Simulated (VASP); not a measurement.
# Li: single point with PBE

System: Li, a slab with vacuum.

```
Li
1.0
     6.98000    0.00000    0.00000
     3.49000    4.93560    0.00000
     0.00000    0.00000   19.40341
Li
17
Direct
  0.75000 0.50000 0.05154
  0.25000 0.50000 0.05154
  0.75000 0.00000 0.05154
  0.25000 0.00000 0.05154
  0.99834 0.99817 0.16824
  0.50312 0.99825 0.16907
  0.00131 0.49641 0.17092
  0.49948 0.50096 0.17201
  0.75833 0.49684 0.29946
  0.24566 0.49406 0.29953
  0.74875 0.00707 0.29105
  0.25115 0.99148 0.28778
  0.01988 0.97485 0.40960
  0.50289 0.97948 0.40698
  0.00421 0.48259 0.43298
  0.51758 0.46899 0.42767
  0.28234 0.95784 0.53134
```

| Item | Value |
| --- | --- |
| Program | VASP 6.6.1 |
| Task | single point |
| Functional | PBE |
| Potentials or basis | VASP PAW PBE potentials, release 64 (Li_sv) |
| Cutoff | 520 eV |
| k mesh | 4 × 5 × 1 |
| Occupations | gaussian, width 0.15 eV |
| Spin | no spin polarisation |

| Property | Result |
| --- | --- |
| Largest force | 0.043 eV/Å |
| Band gap on the k mesh | zero (an odd number of electrons rules out a gap without spin polarisation) |

Forces on the atoms (eV/Å):
```
Li  -0.006 -0.003  0.005
Li   0.005 -0.002  0.006
Li  -0.004 -0.001 -0.043
Li   0.004  0.001 -0.022
Li   0.000  0.002  0.009
Li   0.000  0.003  0.006
Li  -0.002 -0.003  0.001
Li   0.002 -0.005  0.004
Li  -0.005  0.003  0.011
Li   0.004  0.003  0.008
Li   0.001 -0.009 -0.010
Li   0.003 -0.005 -0.007
Li   0.004  0.004  0.009
Li  -0.005  0.005  0.006
Li  -0.001  0.009 -0.001
Li  -0.001 -0.003  0.004
Li   0.001  0.001  0.014
```

Levels at points of the mesh, in eV from the Fermi level:
```tsv
k point	band 22	band 23	band 24	band 25	band 26	band 27	band 28	band 29	band 30	band 31
(0.00, 0.00, 0.00)	-0.05	-0.02	0.02	0.06	0.15	0.23	0.25	0.30	0.37	0.40
(0.50, 0.00, 0.00)	-1.02	-0.84	-0.23	-0.20	0.09	0.26	0.39	0.40	1.17	1.19
```

It took 7.6 min on 1 thread of Intel(R) Xeon(R) 6975P-C (Granite Rapids) (shared host), peak memory 0.8 GiB.

Caveat: there is no dipole correction, which matters where the two faces differ.
